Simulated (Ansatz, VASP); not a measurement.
## InP: VASP beside Ansatz

```
In P
1.0
     0.00000    2.77020    2.77020
     2.77020    0.00000    2.77020
     2.77020    2.77020    0.00000
In P
1 1
Direct
  0.00000 0.00000 0.00000
  0.50000 0.50000 0.50000
```

Alike in both runs: functional PBE; k mesh 14 × 14 × 14; occupations gaussian, width 0.1 eV; no spin polarisation.

Ansatz relaxed the structure, and its values are those at the end. VASP's run is a single point on that final structure, the one shown.

|  | VASP | Ansatz |
| --- | --- | --- |
| version | VASP 6.6.1 | Ansatz 0.2.0 |
| potentials or method | VASP PAW PBE potentials, release 64 (In_d, P), cutoff 520 eV | scalar-relativistic, plane waves, PAW |
| valence electrons in the cell | 18 | 18 |

|  | VASP | Ansatz | Ansatz less VASP |
| --- | --- | --- | --- |
| gap on the k mesh at the Fermi level (eV) | none | none | - |
| pressure (GPa) | 0.0 | 0.0 | +0.03 |

A gap of «none» marks a metal or a gap that the smearing closes. With one functional, cell and mesh, what is left measures potentials, basis and numerics.
